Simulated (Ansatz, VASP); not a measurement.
**WS2: VASP beside Ansatz**

```
S W
1.0
     3.15955    0.00000    0.00000
    -1.57977    2.73625    0.00000
     0.00000    0.00000   23.80426
S W
4 2
Direct
  0.33333 0.66667 0.18904
  0.33333 0.66667 0.32146
  0.33333 0.66667 0.44497
  0.33333 0.66667 0.57739
  0.66667 0.33333 0.25525
  0.00000 0.00000 0.51118
```

Alike in both runs: task single point; functional PBE; dispersion D3(BJ); k mesh 9 × 9 × 1; occupations gaussian, width 0.05 eV; no spin polarisation.

|  | VASP | Ansatz |
| --- | --- | --- |
| version | VASP 6.6.1 | Ansatz 0.2.0 |
| potentials or method | VASP PAW PBE potentials, release 64 (S, W_sv), cutoff 520 eV | scalar-relativistic, plane waves, PAW |
| valence electrons in the cell | 52 | 52 |

|  | VASP | Ansatz | Ansatz less VASP |
| --- | --- | --- | --- |
| gap on the k mesh at the Fermi level (eV) | 1.26 | 1.24 | -0.013 |
| least direct gap on the mesh (eV) | 1.93 | 1.93 | -0.002 |
| rms of the force components (eV/Å) | 0.202 | 0.202 | -0.0001 |

Ansatz's warnings: xc potential rough in thin density.

Spin-orbit coupling is off throughout.
